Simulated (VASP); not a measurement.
Write the native input for VASP 6.6.1 that does the following.

- Task: single point
- Functional: PBE
- Potentials or basis: VASP PAW PBE potentials, release 64 (Hf_pv, C)
- Cutoff: 520 eV
- k mesh: 12 × 12 × 1
- Occupations: gaussian, width 0.1 eV
- Spin: non-collinear spin, zero start, spin-orbit coupling
- Starting moments: [[0.0, 0.0, 0.0], [0.0, 0.0, 0.0], [0.0, 0.0, 0.0], [0.0, 0.0, 0.0], [0.0, 0.0, 0.0], [0.0, 0.0, 0.0], [0.0, 0.0, 0.0], [0.0, 0.0, 0.0], [0.0, 0.0, 0.0]] μB
- Dipole correction: yes
- Further INCAR settings: ALGO = Normal; EDIFF = 1e-07; NBANDS = 85

The structure of Hf5C4 lies in POSCAR:

```
Hf5C4
1.0
    3.2891025626      0.0000000000      0.0000000000
   -1.6445512813      2.8484463749      0.0000000000
    0.0000000000      0.0000000000     25.7421639869
Hf C
5 4
Direct
    0.3333333333      0.6666666667      0.2968193795
    0.0000000000      0.0000000000      0.3983952510
    0.6666666667      0.3333333333      0.5000000003
    0.3333333333      0.6666666667      0.6016047511
    0.0000000000      0.0000000000      0.7031806219
    0.6666666667      0.3333333333      0.3408224584
    0.3333333333      0.6666666667      0.4475315372
    0.0000000000      0.0000000000      0.5524684620
    0.6666666667      0.3333333333      0.6591775386
```

The input as run:

INCAR

```
PREC     = Accurate       # precision mode
ENCUT    = 520            # plane-wave cutoff, eV
EDIFF    = 1E-7           # SCF threshold, eV
ISMEAR   = 0              # smearing method
SIGMA    = 0.1            # smearing width, eV
LREAL    = F              # projectors in reciprocal space
LASPH    = T              # aspherical terms in the spheres
NELM     = 150            # most SCF steps
ALGO     = Normal         # electronic algorithm
ISIF     = 2              # what is computed and relaxed
LWAVE    = F              # write WAVECAR
LCHARG   = F              # write CHGCAR
MAGMOM   = 0 0 0 0 0 0 0 0 0 0 0 0 0 0 0 0 0 0 0 0 0 0 0 0 0 0 0 # initial moments
LORBIT   = 11             # projections on sites
LSORBIT  = T              # spin-orbit coupling
GGA_COMPAT= F            
LORBMOM  = T            
LMAXMIX  = 4              # l up to which the mixer works
LDIPOL   = T            
IDIPOL   = 3            
DIPOL    = 0.5 0.5 0.500
GGA      = PE             # functional
NBANDS   = 85             # bands
KPAR     = 2
```

KPOINTS

```
Automatic mesh
0
Gamma
  12 12 1
```

Potentials or basis: VASP PAW PBE potentials, release 64 (Hf_pv, C).

Launch:

```bash
$ cat potpaw_PBE.64/Hf_pv/POTCAR potpaw_PBE.64/C/POTCAR > POTCAR
$ mpirun -np 2 vasp_ncl > vasp.out
```

It gave:

* Largest force: 0.084 eV/Å
* Net moment: 0.00 μB per cell
* Valence electrons inside the program's atomic spheres: Hf 8.52, 8.65, 8.66 (each value once); C 2.40

Wall time 13 min on 2 MPI ranks on Intel(R) Xeon(R) 6975P-C (Granite Rapids) (shared host), peak memory 1.2 GiB a rank.
